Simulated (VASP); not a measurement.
Si, 4 atoms in the cell. The cell holds a slab with vacuum, 4 atoms: a = 3.848 Å, b = 3.848 Å, c = 18.442 Å, α = 90.00°, β = 90.00°, γ = 120.00°.  This cell differs from its parent crystal: layers slid over each other.

| Property | Result |
| --- | --- |
| Program | VASP 6.6.1 |
| Task | single point |
| Functional | PBE |
| Dispersion | D3(BJ) |
| Potentials or basis | VASP PAW PBE potentials, release 64 (Si) |
| Cutoff | 520 eV |
| k mesh | 9 × 9 × 1 |
| Occupations | gaussian, width 0.1 eV |
| Spin | no spin polarisation |
| Dipole correction | yes |
| Further INCAR settings | ALGO = Normal; EDIFF = 1e-06; NBANDS = 16 |

Potentials or basis: VASP PAW PBE potentials, release 64 (Si).

Launch:

```console
$ cat potpaw_PBE.64/Si/POTCAR > POTCAR
$ mpirun -np 1 vasp_std > vasp.out
```

Hardware: 1 thread of Intel(R) Xeon(R) Platinum 8488C (Sapphire Rapids), on a shared host.

Estimate the wall time of this run.

Wall time 91 s on 1 thread of Intel(R) Xeon(R) Platinum 8488C (Sapphire Rapids), on a shared host, peak memory 0.34 GiB. Counts: scf iterations 23, k points 12.
